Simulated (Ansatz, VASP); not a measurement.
## Mo: VASP beside Ansatz

POSCAR

```
Mo
1.0
    2.7171503193      0.0000000000      0.0000000000
   -1.3585751596      2.3531210511      0.0000000000
    0.0000000000      0.0000000000      2.5380316175
Mo
1
Direct
    0.0000000000      0.0000000000      0.5000000000
```

The input INCAR.step1:

```
SYSTEM = Mo
PREC = Accurate ; ENCUT = 520
ISMEAR = -1 ; SIGMA = 0.1
LREAL = .FALSE. ; LASPH = .TRUE.
NELM = 60 ; NBANDS = 13
GGA = PE ; ALGO = Normal
EDIFF = 1E-4 ; LWAVE = .TRUE.
LCHARG = .FALSE.
```

The input INCAR.step2:

```
SYSTEM = Mo
PREC = Accurate ; ENCUT = 520
EDIFF = 1E-7 ; ISMEAR = -1
SIGMA = 0.1 ; LREAL = .FALSE.
LASPH = .TRUE. ; NELM = 60
ALGO = Normal ; ISIF = 2
LWAVE = .FALSE. ; LCHARG = .TRUE.
METAGGA = R2SCAN ; LMIXTAU = .TRUE.
LELF = .TRUE. ; LVHAR = .TRUE.
NBANDS = 13 ; ISTART = 1
```

The input KPOINTS:

```
regular mesh
0
G
  12 12 11
  0 0 0
```

Input for Ansatz:

```yaml
crystal:
  lattice:
    - [2.7171503192953734, 0.0, 0.0]
    - [-1.3585751596476867, 2.3531210511266436, 0.0]
    - [0.0, 0.0, 2.538031617507328]
  atoms:
    - { symbol: Mo, position: [0.0, 0.0, 0.5] }
basis:
  ecutwfc: 500.0
kpoints:
  mp_grid:
    grid: [12, 12, 11]
hamiltonian:
  xc: r2scan
scf:
  max_iter: 95
  occupations:
    method: fermi_dirac
    width: 0.1
output:
  stress: true
```

Alike in both runs: task single point; functional r2SCAN; k mesh 12 × 12 × 11; occupations fermi-dirac, width 0.1 eV; no spin polarisation.

|  | VASP | Ansatz |
| --- | --- | --- |
| version | VASP 6.6.1 | Ansatz 0.2.0 |
| potentials or method | VASP PAW PBE potentials, release 64 (Mo_sv), cutoff 520 eV | plane waves, PAW |
| valence electrons in the cell | 14 | 14 |

Ansatz gave:

- pressure (GPa): 4.4
- traceless stress, the component that is largest in VASP (GPa): -5.93

Task: Estimate VASP's values.

Result: Pressure (GPa): 5.5; traceless stress, the component that is largest in VASP (GPa): -5.74.

VASP's potentials were made for PBE, not for r2SCAN.
